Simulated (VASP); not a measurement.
# Sn5As3 (P6_3/mcm) in VASP: single point with PBE

Aim: the single point of Sn5As3 with PBE.

All numbers are computed with VASP 6.6.1; they aren't measurements. Logs are shortened: lines on timing, memory, paths and dates and some standing lists are left out, and cuts for length are marked.

### 1 The cell of the first run

Symmetry: P6_3/mcm, No. 193, hexagonal system. The conventional cell has a = 8.695 Å, b = 8.695 Å, c = 6.397 Å, α = 90.00°, β = 90.00°, γ = 120.00°. Within 3.8 Å of Sn (site symmetry m2m) lie 5 As at 2.91 to 3.33 Å and 4 Sn at 3.59 Å. Sn (site symmetry 32) has 6 As at 3.17 Å and 8 Sn at 3.20 to 3.59 Å within 4.2 Å. As (site symmetry m2m) has 9 Sn at 2.91 to 3.33 Å and 2 As at 3.87 Å within 3.9 Å.

### 2 Single point, PBE

INCAR reads:

```
SYSTEM = Sn5As3
PREC = Accurate
ENCUT = 520
EDIFF = 1E-6
ISMEAR = 0
SIGMA = 0.2
LREAL = Auto
LASPH = .TRUE.
NELM = 100
ALGO = Fast
ISIF = 2
LWAVE = .FALSE.
LCHARG = .TRUE.
GGA = PE
LELF = .TRUE.
LVHAR = .TRUE.
NBANDS = 99
```

KPOINTS reads:

```
Automatic mesh
0
G
  2 2 3
  0 0 0
```

POSCAR reads:

```
Sn5As3
1.0
    8.6949973313      0.0000000000      0.0000000000
   -4.3474986657      7.5300885748      0.0000000000
    0.0000000000      0.0000000000      6.3973609985
Sn As
10 6
Direct
    0.2687169824      0.0000000000      0.2500000000
    0.0000000000      0.2687169824      0.2500000000
    0.7312830176      0.7312830176      0.2500000000
    0.3333333333      0.6666666667      0.0000000000
    0.3333333333      0.6666666667      0.5000000000
    0.2687169824      0.2687169824      0.7500000000
    0.7312830176      0.0000000000      0.7500000000
    0.0000000000      0.7312830176      0.7500000000
    0.6666666667      0.3333333333      0.5000000000
    0.6666666667      0.3333333333      0.0000000000
    0.3749007884      0.3749007884      0.2500000000
    0.0000000000      0.6250992116      0.2500000000
    0.6250992116      0.0000000000      0.2500000000
    0.0000000000      0.3749007884      0.7500000000
    0.3749007884      0.0000000000      0.7500000000
    0.6250992116      0.6250992116      0.7500000000
```

Potentials or basis: VASP PAW PBE potentials, release 64 (Sn_d, As).

The run is started by

```bash
> cat potpaw_PBE.64/Sn_d/POTCAR potpaw_PBE.64/As/POTCAR > POTCAR
> mpirun -np 1 vasp_std > vasp.out
```

OUTCAR:

```text
SYSTEM = Sn5As3
   PREC = Accurate
   ENCUT = 520
   EDIFF = 1E-6
   ISMEAR = 0
   LREAL = Auto
   LASPH = .TRUE.
   NELM = 100
   ISIF = 2
   GGA = PE

 ion  position               nearest neighbor table
   1  0.269  0.000  0.250-  12 2.91  11 2.91  13 3.10  15 3.33  15 3.33   5 3.59   4 3.59  10 3.59
                             9 3.59
   2  0.000  0.269  0.250-  11 2.91  13 2.91  12 3.10  14 3.33  14 3.33  10 3.59   9 3.59   5 3.59
                             4 3.59
   3  0.731  0.731  0.250-  12 2.91  13 2.91  11 3.10  16 3.33  16 3.33   5 3.59   4 3.59  10 3.59
                             9 3.59
   4  0.333  0.667  0.000-  12 3.17  15 3.17  14 3.17  13 3.17  16 3.17  11 3.17   5 3.20   5 3.20
                             8 3.59   1 3.59   7 3.59   2 3.59   3 3.59   6 3.59
   5  0.333  0.667  0.500-  12 3.17  15 3.17  14 3.17  13 3.17  16 3.17  11 3.17   4 3.20   4 3.20
                             8 3.59   1 3.59   7 3.59   2 3.59   3 3.59   6 3.59
   6  0.269  0.269  0.750-  14 2.91  15 2.91  16 3.10  11 3.33  11 3.33  10 3.59   9 3.59   5 3.59
                             4 3.59
   7  0.731  0.000  0.750-  14 2.91  16 2.91  15 3.10  13 3.33  13 3.33  10 3.59   9 3.59   5 3.59
                             4 3.59
   8  0.000  0.731  0.750-  16 2.91  15 2.91  14 3.10  12 3.33  12 3.33   5 3.59   4 3.59  10 3.59
                             9 3.59
   9  0.667  0.333  0.500-  14 3.17  13 3.17  12 3.17  15 3.17  11 3.17  16 3.17  10 3.20  10 3.20
                             2 3.59   7 3.59   1 3.59   8 3.59   6 3.59   3 3.59
  10  0.667  0.333  0.000-  14 3.17  13 3.17  12 3.17  15 3.17  11 3.17  16 3.17   9 3.20   9 3.20
                             2 3.59   7 3.59   1 3.59   8 3.59   6 3.59   3 3.59
  11  0.375  0.375  0.250-   2 2.91   1 2.91   3 3.10   9 3.17  10 3.17   4 3.17   5 3.17   6 3.33
                             6 3.33
  12  0.000  0.625  0.250-   3 2.91   1 2.91   2 3.10   4 3.17   5 3.17   9 3.17  10 3.17   8 3.33
                             8 3.33
  13  0.625  0.000  0.250-   2 2.91   3 2.91   1 3.10   9 3.17  10 3.17   4 3.17   5 3.17   7 3.33
                             7 3.33
  14  0.000  0.375  0.750-   6 2.91   7 2.91   8 3.10   9 3.17  10 3.17   5 3.17   4 3.17   2 3.33
                             2 3.33
  15  0.375  0.000  0.750-   8 2.91   6 2.91   7 3.10   5 3.17   4 3.17   9 3.17  10 3.17   1 3.33
                             1 3.33
  16  0.625  0.625  0.750-   8 2.91   7 2.91   6 3.10   5 3.17   4 3.17   9 3.17  10 3.17   3 3.33
                             3 3.33

  LATTYP: Found a hexagonal cell.
 ALAT       =     8.6949973313
 C/A-ratio  =     0.7357519220

  Lattice vectors:

 A1 = (   8.6949973313,   0.0000000000,   0.0000000000)
 A2 = (  -4.3474986657,   7.5300885748,   0.0000000000)
 A3 = (   0.0000000000,   0.0000000000,   6.3973609985)

Analysis of symmetry for initial positions (statically):
=====================================================================
 Subroutine PRICEL returns:
 Original cell was already a primitive cell.

 Routine SETGRP: Setting up the symmetry group for a
 hexagonal supercell.

 Subroutine GETGRP returns: Found 24 space group operations
 (whereof 12 operations were pure point group operations)
 out of a pool of 24 trial point group operations.

The static configuration has the point symmetry D_3d.
 The point group associated with its full space group is D_6h.

Analysis of symmetry for dynamics (positions and initial velocities):
=====================================================================
 Subroutine PRICEL returns:
 Original cell was already a primitive cell.

 Routine SETGRP: Setting up the symmetry group for a
 hexagonal supercell.

 Subroutine GETGRP returns: Found 24 space group operations
 (whereof 12 operations were pure point group operations)
 out of a pool of 24 trial point group operations.

The dynamic configuration has the point symmetry D_3d.
 The point group associated with its full space group is D_6h.

 Subroutine INISYM returns: Found 24 space group operations
 (whereof 12 operations are pure point group operations),
 and found     1 'primitive' translations

----------------------------------------------------------------------------------------

                                     Primitive cell

  volume of cell :     418.8615

  direct lattice vectors                    reciprocal lattice vectors
     8.694997331  0.000000000  0.000000000     0.115008661  0.066400281  0.000000000
    -4.347498666  7.530088575  0.000000000     0.000000000  0.132800563  0.000000000
     0.000000000  0.000000000  6.397360998     0.000000000  0.000000000  0.156314455

  length of vectors
     8.694997331  8.694997331  6.397360998     0.132800563  0.132800563  0.156314455

  position of ions in fractional coordinates (direct lattice)
     0.268716982  0.000000000  0.250000000
     0.000000000  0.268716982  0.250000000
     0.731283018  0.731283018  0.250000000
     0.333333333  0.666666667  0.000000000
     0.333333333  0.666666667  0.500000000
     0.268716982  0.268716982  0.750000000
[... 8 lines left out ...]
     0.374900788  0.000000000  0.750000000
     0.625099212  0.625099212  0.750000000

  ion indices of the primitive-cell ions
   primitive index   ion index
                 1           1
                 2           2
                 3           3
                 4           4
                 5           5
                 6           6
[... 8 lines left out ...]
                15          15
                16          16

----------------------------------------------------------------------------------------

 KPOINTS: Automatic mesh

Automatic generation of k-mesh.
 Grid dimensions read from file:
 generate k-points for:    2    2    3

 Generating k-lattice:

  Cartesian coordinates                     Fractional coordinates (reciprocal lattice)
     0.057504330  0.033200141  0.000000000     0.500000000  0.000000000  0.000000000
     0.000000000  0.066400281  0.000000000     0.000000000  0.500000000  0.000000000
     0.000000000  0.000000000  0.052104818     0.000000000  0.000000000  0.333333333

  Length of vectors
     0.066400281  0.066400281  0.052104818

  Shift w.r.t. Gamma in fractional coordinates (k-lattice)
     0.000000000  0.000000000  0.000000000

 Subroutine IBZKPT returns following result:
 ===========================================

 Found      4 irreducible k-points:

 Following reciprocal coordinates:
            Coordinates               Weight
  0.000000  0.000000  0.000000      1.000000
  0.500000 -0.000000  0.000000      3.000000
  0.000000  0.000000  0.333333      2.000000
  0.500000 -0.000000  0.333333      6.000000
   k-points           NKPTS =      4   k-points in BZ     NKDIM =      4   number of bands    NBANDS=     99
   number of dos      NEDOS =    301   number of ions     NIONS =     16
   total plane-waves  NPLWV = 235200
   dimension x,y,z NGX =    70 NGY =   70 NGZ =   48
   dimension x,y,z NGXF=   140 NGYF=  140 NGZF=   96
   ions per type =              10   6
   NGX,Y,Z   is equivalent  to a cutoff of  13.38, 13.38, 12.47 a.u.
   NGXF,Y,Z  is equivalent  to a cutoff of  26.77, 26.77, 24.95 a.u.
 SYSTEM =  Sn5As3
   PREC   = accura    normal or accurate (medium, high low for compatibility)
   ISTART =      0    job   : 0-new  1-cont  2-samecut
   ICHARG =      2    charge: 1-file 2-atom 10-const
   ISPIN  =      1    spin polarized calculation?
   LNONCOLLINEAR =      F non collinear calculations
   LSORBIT =      F    spin-orbit coupling
   LASPH  =      T    aspherical Exc in radial PAW
   ENCUT  =  520.0 eV  38.22 Ry    6.18 a.u.  16.17 16.17 11.89*2*pi/ulx,y,z
   NELM   =    100;   NELMIN=  2; NELMDL= -5     # of ELM steps
   EDIFF  = 0.1E-05   stopping-criterion for ELM
   LREAL  =      T    real-space projection
   EDIFFG = 0.1E-04   stopping-criterion for IOM
   NSW    =      0    number of steps for IOM
   IBRION =     -1    ionic relax: 0-MD 1-quasi-New 2-CG
   NFREE  =      0    steps in history (QN), initial steepest desc. (CG)
   ISIF   =      2    stress and relaxation
   ISYM   =      2    0-nonsym 1-usesym 2-fastsym
   POTIM  = 0.5000    time-step for ionic-motion
   TEBEG  =    0.0;   TEEND  =   0.0 temperature during run
   PSTRESS=    0.0 pullay stress
   NELECT =     170.0000    total number of electrons
   NUPDOWN=      -1.0000    fix difference up-down
   EMIN   =  10.00;   EMAX   =-10.00  energy-range for DOS
   EFERMI =   0.00;   METHOD = LEGACY
   ISMEAR =     0;   SIGMA  =   0.20  broadening in eV -4-tet -1-fermi 0-gaus
   EFERMI_NEDOS =   21; number of points for ismear=-14 and -15
   IALGO  =     68    algorithm
   IMIX   =      4    mixing-type and parameters
     AMIX     =   0.40;   BMIX     =  1.00
     AMIX_MAG =   1.60;   BMIX_MAG =  1.00
  volume/ion in A,a.u.               =      26.18       176.66
  Fermi-wavevector in a.u.,A,eV,Ry     =   1.212089  2.290515 19.989116  1.469159
  Thomas-Fermi vector in A             =   2.347584
   LORBIT       =      0    0 simple, 1 ext, 2 COOP (PROOUT), +10 PAW based schemes
   GGA     = PE    functional components
   LHFCALC =     F    Hartree Fock is set to
   AEXX    =    0.0000 exact exchange contribution
   IVDW    =     0    specifies the selected vdW correction
   LEPSILON=     F    determine dielectric tensor
   LRPA    =     F    only Hartree local field effects (RPA)
 non-spin polarized calculation
 RMM-DIIS sequential band-by-band and
 Gauss-broadening in eV      SIGMA  =   0.20
  energy-cutoff  :      520.00
  volume of cell :      418.86
 maximum number of plane-waves:     11304
 NGX is ok and might be reduce to    70
   NGX = 33   NGY = 33   NGZ = 23

 number of electron     170.0000027 magnetization

 Free energy of the ion-electron system (eV)
  ---------------------------------------------------
  ext. energy  EPLUGINS =         0.00000000
  ---------------------------------------------------
  free energy    TOTEN  =       -64.94168599 eV

  energy without entropy =      -64.80366109  energy(sigma->0) =      -64.87267354

 E-fermi :   6.7286     XC(G=0): -10.0289

 val. band max:        6.7064074736   @ k =   0.5000  -0.0000   0.3333
 cond. band min:       6.8555476751   @ k =   0.5000  -0.0000   0.3333
 fundamental gap:      0.1491402015
 Fermi energy:         6.7285801183

 k-point     1 :       0.0000    0.0000    0.0000
  band No.  band energies     occupation
      1     -15.0867      2.00000
      2     -15.0852      2.00000
      3     -15.0141      2.00000
      4     -15.0141      2.00000
      5     -15.0124      2.00000
      6     -15.0124      2.00000
[... 89 lines left out ...]
     96       8.7373      0.00000
     97       8.9215      0.00000

 k-point     2 :       0.5000   -0.0000    0.0000
  band No.  band energies     occupation
      1     -15.0862      2.00000
      2     -15.0857      2.00000
      3     -15.0160      2.00000
      4     -15.0141      2.00000
      5     -15.0141      2.00000
      6     -15.0135      2.00000
[... 89 lines left out ...]
     96       9.5890      0.00000
     97       9.5987      0.00000

 k-point     3 :       0.0000    0.0000    0.3333
  band No.  band energies     occupation
      1     -15.0297      2.00000
      2     -15.0281      2.00000
      3     -14.9937      2.00000
      4     -14.9937      2.00000
      5     -14.9926      2.00000
      6     -14.9926      2.00000
[... 89 lines left out ...]
     96       8.6492      0.00000
     97       8.7453      0.00000

 k-point     4 :       0.5000   -0.0000    0.3333
  band No.  band energies     occupation
      1     -15.0293      2.00000
      2     -15.0288      2.00000
      3     -14.9948      2.00000
      4     -14.9944      2.00000
      5     -14.9935      2.00000
      6     -14.9930      2.00000
[... 89 lines left out ...]
     96       8.8808      0.00000
     97       9.2536      0.00000
 [bands above 97 left out]

------------------------ aborting loop because EDIFF is reached ----------------------------------------

  FORCE on cell =-STRESS in cart. coord.  units (eV):
  Direction    XX          YY          ZZ          XY          YZ          ZX
  --------------------------------------------------------------------------------------
  -------------------------------------------------------------------------------------
  Total        0.4399262      0.4399262      0.0201786     -0.0000000      0.0000000      0.0000000
  in kB        1.6827514      1.6827514      0.0771848     -0.0000000      0.0000000      0.0000000
  external PRESSURE =       1.1475625 kB  Pullay stress =       0.0000000 kB

 VOLUME and BASIS-vectors are now :
 -----------------------------------------------------------------------------
  energy-cutoff  :      520.00
  volume of cell :      418.86
      direct lattice vectors                 reciprocal lattice vectors
     8.694997331  0.000000000  0.000000000     0.115008661  0.066400281  0.000000000
    -4.347498666  7.530088575  0.000000000     0.000000000  0.132800563  0.000000000
     0.000000000  0.000000000  6.397360998     0.000000000  0.000000000  0.156314455

 POSITION                                       TOTAL-FORCE (eV/Angst)
 -----------------------------------------------------------------------------------
      2.33649      0.00000      1.59934         0.022225      0.000000      0.000000
     -1.16825      2.02346      1.59934        -0.011112      0.019247      0.000000
      3.17925      5.50663      1.59934        -0.011112     -0.019247      0.000000
     -0.00000      5.02006      0.00000         0.000000     -0.000000      0.000000
     -0.00000      5.02006      3.19868         0.000000     -0.000000      0.000000
      1.16825      2.02346      4.79802         0.011112      0.019247     -0.000000
[... 8 lines left out ...]
      3.25976      0.00000      4.79802        -0.041265     -0.000000     -0.000000
      2.71762      4.70705      4.79802         0.020633      0.035737      0.000000
 -----------------------------------------------------------------------------------
    total drift:                                0.000000      0.000000     -0.000000

  FREE ENERGIE OF THE ION-ELECTRON SYSTEM (eV)
  ---------------------------------------------------
  free  energy   TOTEN  =       -64.9416859900 eV

  energy  without entropy=      -64.8036610905  energy(sigma->0) =      -64.87267354
```

Run time: 4 min. Hardware: 1 thread of Intel Xeon 6975P-C (Granite Rapids), shared host; peak memory 0.54 GiB.

Results:

```yaml
Free_energy: -64.9417 eV
Pressure: 0.1 GPa
Largest_force: 0.041 eV/Å
Band_gap_on_the_k_mesh: zero (bands 85 and 86 overlap by 0.25 eV)
```

Forces on the atoms (eV/Å):
```
Sn   0.022  0.000  0.000
Sn  -0.011  0.019  0.000
Sn  -0.011 -0.019  0.000
Sn   0.000  0.000  0.000
Sn   0.000  0.000  0.000
Sn   0.011  0.019  0.000
Sn  -0.022  0.000  0.000
Sn   0.011 -0.019  0.000
Sn   0.000  0.000  0.000
Sn   0.000  0.000  0.000
As  -0.021 -0.036  0.000
As  -0.021  0.036  0.000
As   0.041  0.000  0.000
As   0.021 -0.036  0.000
As  -0.041  0.000  0.000
As   0.021  0.036  0.000
```

Caveat: the k points lie up to 0.42 Å⁻¹ apart; spin-orbit coupling is left out, which moves the levels of the heavy elements.

The gap in the log of VASP goes by the Fermi energy; the results here count the filled bands.